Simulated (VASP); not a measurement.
Runs of VASP 6.6.1 on Hf3Ta2O. The structure is that of space group P6/mmm (No. 191), or close to it. The cells are those of the table. The cell was generated, and may not be a known phase.

| task | cell | k mesh | cutoff (eV) | gap on the mesh (eV) | pressure (GPa) | relaxed volume (Å³/atom) |
| --- | --- | --- | --- | --- | --- | --- |
| single point | a = 5.631, b = 5.631, c = 3.401 Å, angles 90.0, 90.0, 120.0°, 6 atoms | 6 × 6 × 6 | 520 | none | 86.9 | - |
| single point | a = 5.892, b = 5.892, c = 4.540 Å, angles 90.0, 90.0, 120.0°, 6 atoms | 6 × 6 × 6 | 520 | none | -0.2 | - |
| relaxation of cell and atoms | relaxed from a = 5.892, b = 5.892, c = 4.540 Å, angles 90.0, 90.0, 120.0°, 6 atoms | 6 × 6 × 8 | 600 | none | 0.0 | (a) |
| relaxation of cell and atoms | relaxed from a = 5.631, b = 5.631, c = 3.401 Å, angles 90.0, 90.0, 120.0°, 6 atoms | 6 × 6 × 6 | 600 | none | 0.0 | 22.63 |
| single point | a = 5.885, b = 5.885, c = 4.551 Å, angles 90.0, 90.0, 120.0°, 6 atoms | 6 × 6 × 8 | 520 | none | -0.2 | - |

Alike in all rows: level PBE; potentials or basis VASP PAW PBE potentials, release 64 (Hf_pv, Ta_pv, O); no spin polarisation; smearing gaussian 0.1 eV.

Fill in the values left out.

(a) 22.70.

Caveats: spin-orbit coupling is left out, which moves the levels of the heavy elements; the stress differs along the axes, from 70 to 122 GPa (at least some runs); the volume moved by over 15 % at a fixed basis, so the end points are rough (at least some runs).

A k mesh can miss the band edges, and the runs leave out spin-orbit coupling on Hf, Ta.

A gap of «none» marks levels without a gap at the run's occupations.
